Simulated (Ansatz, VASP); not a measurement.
**SnTe: VASP beside Ansatz**

```xyz
2
Lattice="0.0000 3.2438 3.2438 3.2438 0.0000 3.2438 3.2438 3.2438 0.0000" Properties=species:S:1:pos:R:3 pbc="T T T"
Sn    3.2438    3.2438    3.2438
Te    0.0000    0.0000    0.0000
```

Alike in both runs: task single point; functional RPBE; k mesh 6 × 6 × 6; occupations gaussian, width 0.05 eV; no spin polarisation.

|  | VASP | Ansatz |
| --- | --- | --- |
| version | VASP 6.6.1 | Ansatz 0.2.0 |
| potentials or method | VASP PAW PBE potentials, release 64 (Sn_d, Te), cutoff 520 eV | scalar-relativistic, plane waves, PAW |
| valence electrons in the cell | 20 | 30 |

VASP gave:

```
gap on the k mesh at the Fermi level (eV) : 0.18
least direct gap on the mesh (eV)         : 0.18
pressure (GPa)                            : -0.1
```

Question: Estimate Ansatz's values.

Answer: gap on the k mesh at the Fermi level (eV): 0.18; least direct gap on the mesh (eV): 0.18; pressure (GPa): 0.0.

VASP's potentials were made for PBE, not for RPBE. The functional is the same, so the differences come from potentials, cutoffs and numerics. VASP's potentials hold 20 valence electrons a cell and Ansatz's 30, so a difference there can come from the potentials and not from the codes.

Neither program's run includes spin-orbit coupling.
